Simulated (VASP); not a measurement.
# LaNb2N2 (P6/mmm) in VASP: a series of runs, part 3 of 3

VASP 6.6.1. The steps go on from the part before.

### 4 Relaxation of cell and atoms, PBE

This run uses another cell than the first one, of 16.69 Å³/atom, 0.847 times its volume.

Input file INCAR:

```
SYSTEM = LaNb2N2
ALGO = Normal
EDIFF = 1E-6
EDIFFG = -0.04
ENCUT = 600
GGA = PE
IBRION = 2
ISIF = 3
ISMEAR = 0
LASPH = .True.
LCHARG = .False.
LREAL = .False.
LWAVE = .False.
NELM = 60
NSW = 90
PREC = Accurate
SIGMA = 0.1
```

Input file KPOINTS:

```
k-points
0
Gamma
  6 6 4
  0 0 0
```

Input file POSCAR:

```
LaNb2N2
1.0
    3.8056112300      0.0000000000      0.0000000000
   -1.9028056200      3.2957560000      0.0000000000
    0.0000000000      0.0000000000      6.6531006900
La Nb N
1 2 2
Direct
    0.0000000000      0.0000000000      0.5000000000
    0.3333333300      0.6666666700      0.0000000000
    0.6666666700      0.3333333300      0.0000000000
    0.0000000000      0.0000000000      0.8798104200
    0.0000000000      0.0000000000      0.1201895800
```

Potentials or basis: VASP PAW PBE potentials, release 64 (La, Nb_sv, N).

On the command line:

```console
> cat potpaw_PBE.64/La/POTCAR potpaw_PBE.64/Nb_sv/POTCAR potpaw_PBE.64/N/POTCAR > POTCAR
> mpirun -np 1 vasp_std > vasp.out
```

OUTCAR:

```text
SYSTEM = LaNb2N2
   EDIFF = 1E-6
   EDIFFG = -0.04
   ENCUT = 600
   GGA = PE
   IBRION = 2
   ISIF = 3
   ISMEAR = 0
   LASPH = .True.
   LREAL = .False.
   NELM = 60
   NSW = 90
   PREC = Accurate

 ion  position               nearest neighbor table
   1  0.000  0.000  0.500-   4 2.53   5 2.53
   2  0.333  0.667  0.000-   3 2.20   3 2.20   3 2.20   5 2.34   4 2.34   5 2.34   4 2.34   5 2.34
                             4 2.34
   3  0.667  0.333  0.000-   2 2.20   2 2.20   2 2.20   5 2.34   4 2.34   4 2.34   5 2.34   4 2.34
                             5 2.34
   4  0.000  0.000  0.880-   5 1.60   3 2.34   2 2.34   3 2.34   2 2.34   3 2.34   2 2.34   1 2.53

   5  0.000  0.000  0.120-   4 1.60   3 2.34   2 2.34   3 2.34   2 2.34   3 2.34   2 2.34   1 2.53

  LATTYP: Found a hexagonal cell.
 ALAT       =     3.8056112300
 C/A-ratio  =     1.7482344590

  Lattice vectors:

 A1 = (   3.8056112300,   0.0000000000,   0.0000000000)
 A2 = (  -1.9028056200,   3.2957560000,   0.0000000000)
 A3 = (   0.0000000000,   0.0000000000,   6.6531006900)

Analysis of symmetry for initial positions (statically):
=====================================================================
 Subroutine PRICEL returns:
 Original cell was already a primitive cell.

 Routine SETGRP: Setting up the symmetry group for a
 hexagonal supercell.

 Subroutine GETGRP returns: Found 24 space group operations
 (whereof 24 operations were pure point group operations)
 out of a pool of 24 trial point group operations.

The static configuration has the point symmetry D_6h.

Analysis of symmetry for dynamics (positions and initial velocities):
=====================================================================
 Subroutine PRICEL returns:
 Original cell was already a primitive cell.

 Routine SETGRP: Setting up the symmetry group for a
 hexagonal supercell.

 Subroutine GETGRP returns: Found 24 space group operations
 (whereof 24 operations were pure point group operations)
 out of a pool of 24 trial point group operations.

The dynamic configuration has the point symmetry D_6h.

 Subroutine INISYM returns: Found 24 space group operations
 (whereof 24 operations are pure point group operations),
 and found     1 'primitive' translations

----------------------------------------------------------------------------------------

                                     Primitive cell

  volume of cell :      83.4456

  direct lattice vectors                    reciprocal lattice vectors
     3.805611230  0.000000000  0.000000000     0.262769878  0.151710261  0.000000000
    -1.902805620  3.295756000  0.000000000     0.000000000  0.303420520  0.000000000
     0.000000000  0.000000000  6.653100690     0.000000000  0.000000000  0.150305857

  length of vectors
     3.805611230  3.805611231  6.653100690     0.303420520  0.303420520  0.150305857

  position of ions in fractional coordinates (direct lattice)
     0.000000000  0.000000000  0.500000000
     0.333333330  0.666666670  0.000000000
     0.666666670  0.333333330  0.000000000
     0.000000000  0.000000000  0.879810420
     0.000000000  0.000000000  0.120189580

  ion indices of the primitive-cell ions
   primitive index   ion index
                 1           1
                 2           2
                 3           3
                 4           4
                 5           5

----------------------------------------------------------------------------------------

 KPOINTS: k-points

Automatic generation of k-mesh.
 Grid dimensions read from file:
 generate k-points for:    6    6    4

 Generating k-lattice:

  Cartesian coordinates                     Fractional coordinates (reciprocal lattice)
     0.043794980  0.025285043  0.000000000     0.166666667 -0.000000000  0.000000000
     0.000000000  0.050570087  0.000000000     0.000000000  0.166666667  0.000000000
     0.000000000  0.000000000  0.037576464     0.000000000  0.000000000  0.250000000

  Length of vectors
     0.050570087  0.050570087  0.037576464

  Shift w.r.t. Gamma in fractional coordinates (k-lattice)
     0.000000000  0.000000000  0.000000000

 Subroutine IBZKPT returns following result:
 ===========================================

 Found     21 irreducible k-points:

 Following reciprocal coordinates:
            Coordinates               Weight
  0.000000  0.000000  0.000000      1.000000
  0.166667  0.000000  0.000000      6.000000
  0.333333 -0.000000  0.000000      6.000000
  0.500000  0.000000  0.000000      3.000000
  0.166667  0.166667  0.000000      6.000000
  0.333333  0.166667  0.000000     12.000000
[... 13 lines left out ...]
  0.333333  0.166667  0.500000     12.000000
  0.333333  0.333333  0.500000      2.000000
   k-points           NKPTS =     21   k-points in BZ     NKDIM =     21   number of bands    NBANDS=     28
   number of dos      NEDOS =    301   number of ions     NIONS =      5
   total plane-waves  NPLWV =  48600
   dimension x,y,z NGX =    30 NGY =   30 NGZ =   54
   dimension x,y,z NGXF=    60 NGYF=   60 NGZF=  108
   ions per type =               1   2   2
   NGX,Y,Z   is equivalent  to a cutoff of  13.11, 13.11, 13.49 a.u.
   NGXF,Y,Z  is equivalent  to a cutoff of  26.21, 26.21, 26.99 a.u.
 SYSTEM =  LaNb2N2
   PREC   = accura    normal or accurate (medium, high low for compatibility)
   ISTART =      0    job   : 0-new  1-cont  2-samecut
   ICHARG =      2    charge: 1-file 2-atom 10-const
   ISPIN  =      1    spin polarized calculation?
   LNONCOLLINEAR =      F non collinear calculations
   LSORBIT =      F    spin-orbit coupling
   LASPH  =      T    aspherical Exc in radial PAW
   ENCUT  =  600.0 eV  44.10 Ry    6.64 a.u.   7.60  7.60 13.29*2*pi/ulx,y,z
   NELM   =     60;   NELMIN=  2; NELMDL= -5     # of ELM steps
   EDIFF  = 0.1E-05   stopping-criterion for ELM
   LREAL  =      F    real-space projection
   EDIFFG = -.4E-01   stopping-criterion for IOM
   NSW    =     90    number of steps for IOM
   IBRION =      2    ionic relax: 0-MD 1-quasi-New 2-CG
   NFREE  =      1    steps in history (QN), initial steepest desc. (CG)
   ISIF   =      3    stress and relaxation
   ISYM   =      2    0-nonsym 1-usesym 2-fastsym
   POTIM  = 0.5000    time-step for ionic-motion
   TEBEG  =    0.0;   TEEND  =   0.0 temperature during run
   PSTRESS=    0.0 pullay stress
   NELECT =      47.0000    total number of electrons
   NUPDOWN=      -1.0000    fix difference up-down
   EMIN   =  10.00;   EMAX   =-10.00  energy-range for DOS
   EFERMI =   0.00;   METHOD = LEGACY
   ISMEAR =     0;   SIGMA  =   0.10  broadening in eV -4-tet -1-fermi 0-gaus
   EFERMI_NEDOS =   21; number of points for ismear=-14 and -15
   IALGO  =     38    algorithm
   IMIX   =      4    mixing-type and parameters
     AMIX     =   0.40;   BMIX     =  1.00
     AMIX_MAG =   1.60;   BMIX_MAG =  1.00
  volume/ion in A,a.u.               =      16.69       112.62
  Fermi-wavevector in a.u.,A,eV,Ry     =   1.351988  2.554887 24.869713  1.827872
  Thomas-Fermi vector in A             =   2.479364
   LORBIT       =      0    0 simple, 1 ext, 2 COOP (PROOUT), +10 PAW based schemes
   GGA     = PE    functional components
   LHFCALC =     F    Hartree Fock is set to
   AEXX    =    0.0000 exact exchange contribution
   IVDW    =     0    specifies the selected vdW correction
   LEPSILON=     F    determine dielectric tensor
   LRPA    =     F    only Hartree local field effects (RPA)
 conjugate gradient relaxation of ions
 non-spin polarized calculation
 Gauss-broadening in eV      SIGMA  =   0.10
  energy-cutoff  :      600.00
  volume of cell :       83.45
 maximum number of plane-waves:      2829
   NGX = 15   NGY = 15   NGZ = 27

--------------------------------------- Ionic step        1  -------------------------------------------

 number of electron      47.0000003 magnetization

 Free energy of the ion-electron system (eV)
  ---------------------------------------------------
  ext. energy  EPLUGINS =         0.00000000
  ---------------------------------------------------
  free energy    TOTEN  =       -35.32883883 eV

  energy without entropy =      -35.31781306  energy(sigma->0) =      -35.32332595

 E-fermi :  10.0333     XC(G=0): -11.1531

 val. band max:       10.0187974075   @ k =   0.1667   0.1667   0.5000
 cond. band min:      10.0769197483   @ k =   0.1667   0.0000   0.0000
 fundamental gap:      0.0581223408
 Fermi energy:        10.0332547806
[... 1417 lines left out ...]
  FREE ENERGIE OF THE ION-ELECTRON SYSTEM (eV)
  ---------------------------------------------------
  free  energy   TOTEN  =       -38.9800163965 eV

  energy  without entropy=      -38.9667998620  energy(sigma->0) =      -38.97340813

[... ionic steps 4 to 7 ...]

--------------------------------------- Ionic step        8  -------------------------------------------

 number of electron      47.0000006 magnetization

------------------------ aborting loop because EDIFF is reached ----------------------------------------
[... 73 lines left out ...]
--------------------------------------- Ionic step       10  -------------------------------------------

 number of electron      47.0000006 magnetization

 Free energy of the ion-electron system (eV)
  ---------------------------------------------------
  ext. energy  EPLUGINS =         0.00000000
  ---------------------------------------------------
  free energy    TOTEN  =       -39.42903300 eV

  energy without entropy =      -39.40993216  energy(sigma->0) =      -39.41948258

 E-fermi :   7.9055     XC(G=0): -10.4838

 val. band max:        7.9031540801   @ k =   0.5000   0.0000   0.2500
 cond. band min:       7.9346237985   @ k =   0.1667   0.0000   0.0000
 fundamental gap:      0.0314697184
 Fermi energy:         7.9055013470
[... 681 lines left out ...]
  FREE ENERGIE OF THE ION-ELECTRON SYSTEM (eV)
  ---------------------------------------------------
  free  energy   TOTEN  =       -39.4290330018 eV

  energy  without entropy=      -39.4099321608  energy(sigma->0) =      -39.41948258

 reached required accuracy - stopping structural energy minimisation
```

CONTCAR:

```text
LaNb2N2
   1.00000000000000
     4.3376515807149802   -0.0000000007607077    0.0000000000000000
    -2.1688257967153035    3.7565164590879729    0.0000000000000000
    -0.0000000000000000    0.0000000000000000    5.9856805604182171
  La              Nb              N
     1     2     2
Direct
     0.0000000000000000    0.0000000000000000    0.5000000000000000
     0.3333333300000021    0.6666666699999979    1.0000000000000000
     0.6666666699999979    0.3333333300000021    0.0000000000000000
     0.0000000000000000    0.0000000000000000    0.8885974832233922
     1.0000000000000000    0.0000000000000000    0.1114025167766079

  0.00000000E+00  0.00000000E+00  0.00000000E+00
  0.00000000E+00  0.00000000E+00  0.00000000E+00
  0.00000000E+00  0.00000000E+00  0.00000000E+00
  0.00000000E+00  0.00000000E+00  0.00000000E+00
  0.00000000E+00  0.00000000E+00  0.00000000E+00
```

Run time: 4.9 min. Hardware: 1 thread of Intel Xeon 6975P-C (Granite Rapids), shared host; peak memory 0.27 GiB.

Results:

```yaml
Free_energy: -39.4290 eV
Relaxed_volume: 19.51 Å³/atom
Relaxed_cell: a = 4.338 Å, b = 4.338 Å, c = 5.986 Å, α = 90.00°, β = 90.00°, γ = 120.00°
Space_group_after_relaxing_to_0.05_Å: P6/mmm (No. 191)
Energy_gained_by_relaxing: 820.0 meV/atom
Ionic_steps: 10
Pressure_after_relaxing: 0.0 GPa
Largest_force_after_relaxing: 0.005 eV/Å
```

Forces on the atoms (eV/Å):
```
La   0.000  0.000  0.000
Nb   0.000  0.000  0.000
Nb   0.000  0.000  0.000
N    0.000  0.000  0.005
N    0.000  0.000 -0.005
```

Stress tensor (GPa, compression positive):
```
-0.01  0.00  0.00
 0.00 -0.01  0.00
 0.00  0.00  0.16
```

The path:
| step | energy change (eV) | largest force (eV/Å) | pressure (GPa) | volume (Å³) |
| --- | --- | --- | --- | --- |
| 1 | 0.0000 | 0.8669 | 30.92 | 83.45 |
| 2 | -2.4302 | 3.6581 | -13.59 | 123.87 |
| 3 | -3.6512 | 2.4367 | -8.47 | 104.71 |
| 4 | -2.7806 | 12.9575 | 16.17 | 94.93 |
| 5 | -4.0753 | 0.1176 | -2.43 | 100.34 |
| 6 | -4.0756 | 0.2104 | -2.26 | 100.26 |
| 7 | -4.0990 | 0.2315 | 0.22 | 97.20 |
| 8 | -4.0998 | 0.1642 | -0.17 | 97.64 |
| 9 | -4.0989 | 0.2886 | 0.42 | 97.34 |
| 10 | -4.1002 | 0.0046 | 0.05 | 97.53 |

Final structure:
```
CELL_PARAMETERS angstrom
4.33765 0.00000 0.00000
-2.16883 3.75652 0.00000
0.00000 0.00000 5.98568
ATOMIC_POSITIONS crystal
La 0.00000 0.00000 0.50000
Nb 0.33333 0.66667 0.00000
Nb 0.66667 0.33333 0.00000
N 0.00000 0.00000 0.88860
N 0.00000 0.00000 0.11140
```

Levels at points of the mesh, in eV from the Fermi level:
| k point | band 19 | band 20 | band 21 | band 22 | band 23 | band 24 | band 25 | band 26 | band 27 | band 28 |
| --- | --- | --- | --- | --- | --- | --- | --- | --- | --- | --- |
| (0.00, 0.00, 0.00) | -2.16 | -2.16 | -1.11 | -1.11 | -0.91 | 0.52 | 0.52 | 1.39 | 1.69 | 1.97 |
| (0.50, 0.00, 0.00) | -2.82 | -2.24 | -0.94 | -0.70 | -0.67 | -0.31 | 1.25 | 1.76 | 2.25 | 2.31 |
| (0.00, 0.00, 0.50) | -1.69 | -1.69 | -1.28 | -1.28 | -0.99 | -0.72 | 0.59 | 0.59 | 2.07 | 2.35 |
| (0.50, 0.00, 0.50) | -2.18 | -2.09 | -1.02 | -1.02 | -0.76 | 0.75 | 0.95 | 1.34 | 1.64 | 1.82 |

Caveat: the volume moved by over 15 % at a fixed basis, so the end points are rough; spin-orbit coupling is left out, which moves the levels of the heavy elements.
